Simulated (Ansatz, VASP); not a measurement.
AlNi: VASP beside Ansatz

The input POSCAR:

```
AlNi
1.0
    1.9386940000     -1.9531901500      0.0000000000
    1.9386940000      1.9531901500      0.0000000000
    0.0000000000      0.0000000000      3.0994300413
Al Ni
1 1
Direct
    0.0000000000      0.0000000000      0.0000000000
    0.5000000000      0.5000000000      0.5000000000
```

INCAR.step1

```
SYSTEM = AlNi
  PREC = Accurate
  ENCUT = 520
  ISMEAR = 1
  SIGMA = 0.1
  LREAL = .FALSE.
  LASPH = .TRUE.
  NELM = 60
  NBANDS = 14
  GGA = PE
  ALGO = Normal
  EDIFF = 1E-4
  LWAVE = .TRUE.
  LCHARG = .FALSE.
```

Contents of INCAR.step2:

```
SYSTEM = AlNi
  PREC = Accurate
  ENCUT = 520
  EDIFF = 1E-6
  ISMEAR = 1
  SIGMA = 0.1
  LREAL = .FALSE.
  LASPH = .TRUE.
  NELM = 60
  ALGO = Normal
  ISIF = 2
  LWAVE = .FALSE.
  LCHARG = .TRUE.
  METAGGA = R2SCAN
  LMIXTAU = .TRUE.
  LELF = .TRUE.
  LVHAR = .TRUE.
  NBANDS = 14
  ISTART = 1
```

File KPOINTS:

```
Automatic mesh
0
G
  16 16 14
  0 0 0
```

Input for Ansatz:

```yaml
crystal:
  lattice:
    - [1.938694, -1.95319015, 0.0]
    - [1.938694, 1.95319015, 0.0]
    - [0.0, 0.0, 3.0994300413]
  atoms:
    - { symbol: Al, position: [0.0, 0.0, 0.0] }
    - { symbol: Ni, position: [0.5, 0.5, 0.5] }
basis:
  ecutwfc: 500
kpoints:
  mp_grid: { grid: [16, 16, 14] }
hamiltonian:
  xc: r2scan
scf:
  occupations: { method: methfessel_paxton, width: 0.1 }
output:
  forces: true
  stress: true
  eigenvalues: true
```

Alike in both runs: task single point; functional r2SCAN; k mesh 16 × 16 × 14; occupations methfessel-paxton of order 1, width 0.1 eV; no spin polarisation.

```csv
,VASP,Ansatz
version,VASP 6.6.1,Ansatz 0.2.0
potentials or method,"VASP PAW PBE potentials, release 64 (Al, Ni), cutoff 520 eV","scalar-relativistic, plane waves, PAW"
valence electrons in the cell,13,21
```

|  | VASP | Ansatz | Ansatz less VASP |
| --- | --- | --- | --- |
| gap on the k mesh at the Fermi level (eV) | none | none | - |
| pressure (GPa) | 0.3 | 0.5 | +0.20 |
| traceless stress, the component that is largest in VASP (GPa) | -4.83 | -4.67 | +0.157 |

VASP's potentials were made for PBE, not for r2SCAN. A gap of «none» marks a metal or a gap that the smearing closes. VASP's potentials hold 13 valence electrons a cell and Ansatz's 21, so a difference there can come from the potentials and not from the codes.
